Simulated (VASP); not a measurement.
# Al2Ru (Fddd) in VASP: a series of runs

The runs below take Al2Ru through single point, with PBEsol.

Everything below comes from runs of VASP 6.6.1. Logs are shortened: lines on timing, memory, paths and dates and some standing lists are left out, and cuts for length are marked.

### 1 The cell of the first run

The structure is orthorhombic, space group Fddd (No. 70). Conventional cell: a = 4.510 Å, b = 7.599 Å, c = 8.448 Å, α = 90.00°, β = 90.00°, γ = 90.00°. Al (site symmetry 2) has 5 Ru at 2.47 to 2.60 Å and 9 Al at 2.49 to 3.06 Å within 3.3 Å. Ru (site symmetry 222) has 10 Al at 2.47 to 2.60 Å and 4 Ru at 3.06 Å within 3.3 Å.

### 2 Single point, PBEsol

Input file INCAR:

```
PREC = Accurate
ENCUT = 520
EDIFF = 1E-7
ISMEAR = 0
SIGMA = 0.01
LREAL = False
LASPH = True
NELM = 100
ALGO = Normal
ISIF = 2
LWAVE = False
LCHARG = False
GGA = PS
NBANDS = 29
```

Input file KPOINTS:

```
regular mesh
0
Gamma
  10 10 10
```

Input file POSCAR:

```
Al2Ru
1.0
    0.0000000000      3.7997209006      4.2238096073
    2.2548867110      0.0000000000      4.2238096073
    2.2548867110      3.7997209006      0.0000000000
Al Ru
4 2
Direct
    0.0804979299      0.4195020701      0.0804979299
    0.4195020701      0.0804979299      0.4195020701
    0.1695020701      0.8304979299      0.1695020701
    0.8304979299      0.1695020701      0.8304979299
    0.7500000000      0.7500000000      0.7500000000
    0.5000000000      0.5000000000      0.5000000000
```

Potentials or basis: VASP PAW PBE potentials, release 64 (Al, Ru_pv).

Run with:

```
$ cat potpaw_PBE.64/Al/POTCAR potpaw_PBE.64/Ru_pv/POTCAR > POTCAR
$ mpirun -np 1 vasp_std > vasp.out
```

OUTCAR:

```text
PREC = Accurate
   ENCUT = 520
   EDIFF = 1E-7
   ISMEAR = 0
   LREAL = False
   LASPH = True
   NELM = 100
   ISIF = 2
   GGA = PS

 ion  position               nearest neighbor table
   1  0.080  0.420  0.080-   6 2.47   6 2.47   3 2.49   3 2.49   5 2.51   2 2.57   2 2.57   2 2.58
                             5 2.60   5 2.60   4 3.06   4 3.06   4 3.06   4 3.06
   2  0.420  0.080  0.420-   6 2.47   6 2.47   4 2.49   4 2.49   5 2.51   1 2.57   1 2.57   1 2.58
                             5 2.60   5 2.60   3 3.06   3 3.06   3 3.06   3 3.06
   3  0.170  0.830  0.170-   5 2.47   5 2.47   1 2.49   1 2.49   6 2.51   4 2.57   4 2.57   4 2.58
                             6 2.60   6 2.60   2 3.06   2 3.06   2 3.06   2 3.06
   4  0.830  0.170  0.830-   5 2.47   5 2.47   2 2.49   2 2.49   6 2.51   3 2.57   3 2.57   3 2.58
                             6 2.60   6 2.60   1 3.06   1 3.06   1 3.06   1 3.06
   5  0.750  0.750  0.750-   4 2.47   3 2.47   4 2.47   3 2.47   1 2.51   2 2.51   2 2.60   2 2.60
                             1 2.60   1 2.60   6 3.06   6 3.06   6 3.06   6 3.06
   6  0.500  0.500  0.500-   1 2.47   2 2.47   1 2.47   2 2.47   3 2.51   4 2.51   3 2.60   3 2.60
                             4 2.60   4 2.60   5 3.06   5 3.06   5 3.06   5 3.06

  LATTYP: Found a face centered orthorhombic cell.
 ALAT       =     4.5097734220
 B/A-ratio  =     1.6851050131
 C/A-ratio  =     1.8731804071

  Lattice vectors:

 A1 = (   0.0000000000,   3.7997209006,   4.2238096073)
 A2 = (   2.2548867110,   0.0000000000,   4.2238096073)
 A3 = (   2.2548867110,   3.7997209006,   0.0000000000)

Analysis of symmetry for initial positions (statically):
=====================================================================
 Subroutine PRICEL returns:
 Original cell was already a primitive cell.

 Routine SETGRP: Setting up the symmetry group for a
 face centered orthorhombic supercell.

 Subroutine GETGRP returns: Found  8 space group operations
 (whereof  4 operations were pure point group operations)
 out of a pool of  8 trial point group operations.

The static configuration has the point symmetry D_2 .
 The point group associated with its full space group is D_2h.

Analysis of symmetry for dynamics (positions and initial velocities):
=====================================================================
 Subroutine PRICEL returns:
 Original cell was already a primitive cell.

 Routine SETGRP: Setting up the symmetry group for a
 face centered orthorhombic supercell.

 Subroutine GETGRP returns: Found  8 space group operations
 (whereof  4 operations were pure point group operations)
 out of a pool of  8 trial point group operations.

The dynamic configuration has the point symmetry D_2 .
 The point group associated with its full space group is D_2h.

 Subroutine INISYM returns: Found  8 space group operations
 (whereof  4 operations are pure point group operations),
 and found     1 'primitive' translations

----------------------------------------------------------------------------------------

                                     Primitive cell

  volume of cell :      72.3787

  direct lattice vectors                    reciprocal lattice vectors
     0.000000000  3.799720901  4.223809607    -0.221740630  0.131588612  0.118376548
     2.254886711  0.000000000  4.223809607     0.221740630 -0.131588612  0.118376548
     2.254886711  3.799720901  0.000000000     0.221740630  0.131588612 -0.118376548

  length of vectors
     5.681412370  4.788014377  4.418415214     0.283720773  0.283720773  0.283720773

  position of ions in fractional coordinates (direct lattice)
     0.080497930  0.419502070  0.080497930
     0.419502070  0.080497930  0.419502070
     0.169502070  0.830497930  0.169502070
     0.830497930  0.169502070  0.830497930
     0.750000000  0.750000000  0.750000000
     0.500000000  0.500000000  0.500000000

  ion indices of the primitive-cell ions
   primitive index   ion index
                 1           1
                 2           2
                 3           3
                 4           4
                 5           5
                 6           6

----------------------------------------------------------------------------------------

 KPOINTS: regular mesh

Automatic generation of k-mesh.
 Grid dimensions read from file:
 generate k-points for:   10   10   10

 Generating k-lattice:

  Cartesian coordinates                     Fractional coordinates (reciprocal lattice)
    -0.022174063  0.013158861  0.011837655     0.100000000 -0.000000000  0.000000000
     0.022174063 -0.013158861  0.011837655    -0.000000000  0.100000000  0.000000000
     0.022174063  0.013158861 -0.011837655     0.000000000  0.000000000  0.100000000

  Length of vectors
     0.028372077  0.028372077  0.028372077

  Shift w.r.t. Gamma in fractional coordinates (k-lattice)
     0.000000000  0.000000000  0.000000000

 Subroutine IBZKPT returns following result:
 ===========================================

 Found    171 irreducible k-points:

 Following reciprocal coordinates:
            Coordinates               Weight
  0.000000  0.000000  0.000000      1.000000
  0.100000 -0.000000 -0.000000      8.000000
  0.200000 -0.000000 -0.000000      8.000000
  0.300000  0.000000 -0.000000      8.000000
  0.400000  0.000000 -0.000000      8.000000
  0.500000  0.000000 -0.000000      4.000000
[... 16 lines left out ...]
  0.300000  0.300000  0.000000      2.000000
  0.400000  0.300000 -0.000000      8.000000
 [... further k-points ...]
   k-points           NKPTS =    171   k-points in BZ     NKDIM =    171   number of bands    NBANDS=     29
   number of dos      NEDOS =    301   number of ions     NIONS =      6
   total plane-waves  NPLWV =  54432
   dimension x,y,z NGX =    42 NGY =   36 NGZ =   36
   dimension x,y,z NGXF=    84 NGYF=   72 NGZF=   72
   ions per type =               4   2
   NGX,Y,Z   is equivalent  to a cutoff of  12.29, 12.50, 13.55 a.u.
   NGXF,Y,Z  is equivalent  to a cutoff of  24.58, 25.00, 27.09 a.u.
 SYSTEM =  unknown system
   PREC   = accura    normal or accurate (medium, high low for compatibility)
   ISTART =      0    job   : 0-new  1-cont  2-samecut
   ICHARG =      2    charge: 1-file 2-atom 10-const
   ISPIN  =      1    spin polarized calculation?
   LNONCOLLINEAR =      F non collinear calculations
   LSORBIT =      F    spin-orbit coupling
   LASPH  =      T    aspherical Exc in radial PAW
   ENCUT  =  520.0 eV  38.22 Ry    6.18 a.u.  10.56  8.90  8.22*2*pi/ulx,y,z
   NELM   =    100;   NELMIN=  2; NELMDL= -5     # of ELM steps
   EDIFF  = 0.1E-06   stopping-criterion for ELM
   LREAL  =      F    real-space projection
   EDIFFG = 0.1E-05   stopping-criterion for IOM
   NSW    =      0    number of steps for IOM
   IBRION =     -1    ionic relax: 0-MD 1-quasi-New 2-CG
   NFREE  =      0    steps in history (QN), initial steepest desc. (CG)
   ISIF   =      2    stress and relaxation
   ISYM   =      2    0-nonsym 1-usesym 2-fastsym
   POTIM  = 0.5000    time-step for ionic-motion
   TEBEG  =    0.0;   TEEND  =   0.0 temperature during run
   PSTRESS=    0.0 pullay stress
   NELECT =      40.0000    total number of electrons
   NUPDOWN=      -1.0000    fix difference up-down
   EMIN   =  10.00;   EMAX   =-10.00  energy-range for DOS
   EFERMI =   0.00;   METHOD = LEGACY
   ISMEAR =     0;   SIGMA  =   0.01  broadening in eV -4-tet -1-fermi 0-gaus
   EFERMI_NEDOS =   21; number of points for ismear=-14 and -15
   IALGO  =     38    algorithm
   IMIX   =      4    mixing-type and parameters
     AMIX     =   0.40;   BMIX     =  1.00
     AMIX_MAG =   1.60;   BMIX_MAG =  1.00
  volume/ion in A,a.u.               =      12.06        81.41
  Fermi-wavevector in a.u.,A,eV,Ry     =   1.343459  2.538770 24.556930  1.804883
  Thomas-Fermi vector in A             =   2.471532
   LORBIT       =      0    0 simple, 1 ext, 2 COOP (PROOUT), +10 PAW based schemes
   GGA     = PS    functional components
   LHFCALC =     F    Hartree Fock is set to
   AEXX    =    0.0000 exact exchange contribution
   IVDW    =     0    specifies the selected vdW correction
   LEPSILON=     F    determine dielectric tensor
   LRPA    =     F    only Hartree local field effects (RPA)
 non-spin polarized calculation
 Gauss-broadening in eV      SIGMA  =   0.01
  energy-cutoff  :      520.00
  volume of cell :       72.38
 maximum number of plane-waves:      1972
   NGX = 21   NGY = 17   NGZ = 17

 number of electron      39.9999999 magnetization

 Free energy of the ion-electron system (eV)
  ---------------------------------------------------
  ext. energy  EPLUGINS =         0.00000000
  ---------------------------------------------------
  free energy    TOTEN  =       -39.99733838 eV

  energy without entropy =      -39.99733838  energy(sigma->0) =      -39.99733838

 E-fermi :  12.5743     XC(G=0): -12.6339

 val. band max:       12.5206319880   @ k =   0.0000   0.0000   0.0000
 cond. band min:      12.6491748090   @ k =   0.0000   0.3000   0.3000
 fundamental gap:      0.1285428211
 Fermi energy:        12.5743458900

 k-point     1 :       0.0000    0.0000    0.0000
  band No.  band energies     occupation
      1     -30.4012      2.00000
      2     -30.3060      2.00000
      3     -30.2574      2.00000
      4     -30.2374      2.00000
      5     -30.2193      2.00000
      6     -30.1960      2.00000
[... 21 lines left out ...]
     28      17.1361      0.00000
     29      17.7351      0.00000

 k-point     2 :       0.1000   -0.0000   -0.0000
  band No.  band energies     occupation
      1     -30.3998      2.00000
      2     -30.3077      2.00000
      3     -30.2597      2.00000
      4     -30.2356      2.00000
      5     -30.2192      2.00000
      6     -30.1964      2.00000
[... 21 lines left out ...]
     28      17.7304      0.00000
     29      18.0550      0.00000

 k-point     3 :       0.2000   -0.0000   -0.0000
  band No.  band energies     occupation
      1     -30.3957      2.00000
      2     -30.3119      2.00000
      3     -30.2655      2.00000
      4     -30.2314      2.00000
      5     -30.2192      2.00000
      6     -30.1972      2.00000
[... 21 lines left out ...]
     28      18.6668      0.00000
     29      19.0430      0.00000

 k-point     4 :       0.3000    0.0000   -0.0000
  band No.  band energies     occupation
      1     -30.3904      2.00000
      2     -30.3174      2.00000
      3     -30.2724      2.00000
      4     -30.2267      2.00000
      5     -30.2187      2.00000
      6     -30.1984      2.00000
[... 21 lines left out ...]
     28      19.4901      0.00000
     29      20.2481      0.00000

 k-point     5 :       0.4000    0.0000   -0.0000
  band No.  band energies     occupation
      1     -30.3855      2.00000
      2     -30.3224      2.00000
      3     -30.2779      2.00000
      4     -30.2237      2.00000
      5     -30.2173      2.00000
      6     -30.1997      2.00000
[... 21 lines left out ...]
     28      19.7777      0.00000
     29      20.5548      0.00000
[... 510 lines left out ...]
     28      19.6690      0.00000
     29      20.0613      0.00000

 k-point    22 :      -0.2000    0.2000    0.0000
  band No.  band energies     occupation
      1     -30.3898      2.00000
      2     -30.3239      2.00000
      3     -30.2686      2.00000
      4     -30.2279      2.00000
      5     -30.2139      2.00000
      6     -30.2019      2.00000
[... 21 lines left out ...]
     28      19.4825      0.00000
     29      20.0389      0.00000

 k-point    23 :       0.3000    0.3000    0.0000
  band No.  band energies     occupation
      1     -30.3735      2.00000
      2     -30.2985      2.00000
      3     -30.2890      2.00000
      4     -30.2615      2.00000
      5     -30.2081      2.00000
      6     -30.1911      2.00000
[... 21 lines left out ...]
     28      17.9417      0.00000
     29      18.6875      0.00000

 k-point    24 :       0.4000    0.3000   -0.0000
  band No.  band energies     occupation
      1     -30.3653      2.00000
      2     -30.3073      2.00000
      3     -30.2895      2.00000
      4     -30.2637      2.00000
      5     -30.2053      2.00000
      6     -30.1920      2.00000
[... 21 lines left out ...]
     28      18.2180      0.00000
     29      19.0247      0.00000

 [... further k-points ...]

------------------------ aborting loop because EDIFF is reached ----------------------------------------

  FORCE on cell =-STRESS in cart. coord.  units (eV):
  Direction    XX          YY          ZZ          XY          YZ          ZX
  --------------------------------------------------------------------------------------
  -------------------------------------------------------------------------------------
  Total       13.6257526     13.6483617     13.6693586      0.0000000      0.0000000      0.0000000
  in kB      301.6201324    302.1206094    302.5853981      0.0000000      0.0000000      0.0000000
  external PRESSURE =     302.1087133 kB  Pullay stress =       0.0000000 kB

 VOLUME and BASIS-vectors are now :
 -----------------------------------------------------------------------------
  energy-cutoff  :      520.00
  volume of cell :       72.38
      direct lattice vectors                 reciprocal lattice vectors
     0.000000000  3.799720901  4.223809607    -0.221740630  0.131588612  0.118376548
     2.254886711  0.000000000  4.223809607     0.221740630 -0.131588612  0.118376548
     2.254886711  3.799720901  0.000000000     0.221740630  0.131588612 -0.118376548

 POSITION                                       TOTAL-FORCE (eV/Angst)
 -----------------------------------------------------------------------------------
      1.12744      0.61174      2.11190        -0.000000      0.006531     -0.000000
      1.12744      3.18798      2.11190        -0.000000     -0.006531     -0.000000
      2.25489      1.28812      4.22381         0.000000     -0.006531      0.000000
      2.25489      6.31132      4.22381         0.000000      0.006531      0.000000
      3.38233      5.69958      6.33571        -0.000000      0.000000     -0.000000
      2.25489      3.79972      4.22381         0.000000     -0.000000      0.000000
 -----------------------------------------------------------------------------------
    total drift:                               -0.000000     -0.000000      0.000000

  FREE ENERGIE OF THE ION-ELECTRON SYSTEM (eV)
  ---------------------------------------------------
  free  energy   TOTEN  =       -39.9973383751 eV

  energy  without entropy=      -39.9973383751  energy(sigma->0) =      -39.99733838
```

Run time: 6.9 min. Hardware: 1 thread of Oxide Virtual Turin-like, shared host; peak memory 0.39 GiB.

What came out:

```
Free energy   : -39.9973 eV
Pressure      : 30.2 GPa
Largest force : 0.007 eV/Å
```

Forces in eV/Å, atoms in the order of the input:
```
Al   0.000  0.007  0.000
Al   0.000 -0.007  0.000
Al   0.000 -0.007  0.000
Al   0.000  0.007  0.000
Ru   0.000  0.000  0.000
Ru   0.000  0.000  0.000
```

Levels at points of the mesh, in eV from the Fermi level:
| k point | band 17 | band 18 | band 19 | band 20 | band 21 | band 22 | band 23 | band 24 |
| --- | --- | --- | --- | --- | --- | --- | --- | --- |
| (0.00, 0.00, 0.00) | -2.38 | -1.53 | -1.21 | -0.05 | 1.87 | 2.37 | 2.60 | 3.00 |
| (0.50, 0.00, 0.00) | -2.69 | -2.47 | -1.39 | -1.09 | 0.37 | 0.72 | 2.26 | 3.48 |
| (0.50, 0.50, 0.00) | -1.97 | -1.97 | -1.48 | -1.48 | 2.48 | 2.48 | 2.89 | 2.89 |
| (0.50, 0.00, 0.50) | -2.65 | -2.65 | -1.79 | -1.79 | 1.99 | 1.99 | 2.78 | 2.78 |
| (0.00, 0.50, 0.50) | -3.04 | -3.04 | -1.55 | -1.55 | 0.38 | 0.38 | 4.83 | 4.83 |

Caveat: the cell stands under pressure; the PAW data sets were made with another functional, which shifts forces and pressure a little.

(Continued in part 2 of 2.)
